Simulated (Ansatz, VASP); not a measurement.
# Zn3MoAs4 in VASP and in Ansatz

```xyz
8
Lattice="5.2599 0.0000 0.0000 0.0000 5.2599 0.0000 0.0000 0.0000 5.2599" Properties=species:S:1:pos:R:3 pbc="T T T"
Zn    0.0000    0.0000    2.6299
Zn    0.0000    2.6299    0.0000
Zn    2.6299    0.0000    0.0000
Mo    2.6299    2.6299    2.6299
As    0.0000    0.0000    0.0000
As    2.6299    2.6299    0.0000
As    2.6299    0.0000    2.6299
As    0.0000    2.6299    2.6299
```

Change from the starting cell: species swapped into the Ba3SnS4 type (Pm-3m, No. 221).

Alike in both runs: functional PBE; k mesh 4 × 4 × 4; occupations gaussian, width 0.1 eV; no spin polarisation.

Ansatz relaxed the structure, and its values are those at the end. VASP's run is a single point on that final structure, the one shown.

|  | VASP | Ansatz |
| --- | --- | --- |
| version | VASP 6.6.1 | Ansatz 0.2.0 |
| potentials or method | VASP PAW PBE potentials, release 64 (Zn, Mo_sv, As), cutoff 520 eV | scalar-relativistic, plane waves, PAW |
| valence electrons in the cell | 70 | 110 |

Ansatz gave:

```
gap on the k mesh at the Fermi level (eV) : none
pressure (GPa)                            : 0.0
```

**Question.** Which values does VASP return?

**Answer.** gap on the k mesh at the Fermi level (eV): none; pressure (GPa): 0.3.

A gap of «none» marks a metal or a gap that the smearing closes. VASP's potentials hold 70 valence electrons a cell and Ansatz's 110, so a difference there can come from the potentials and not from the codes.
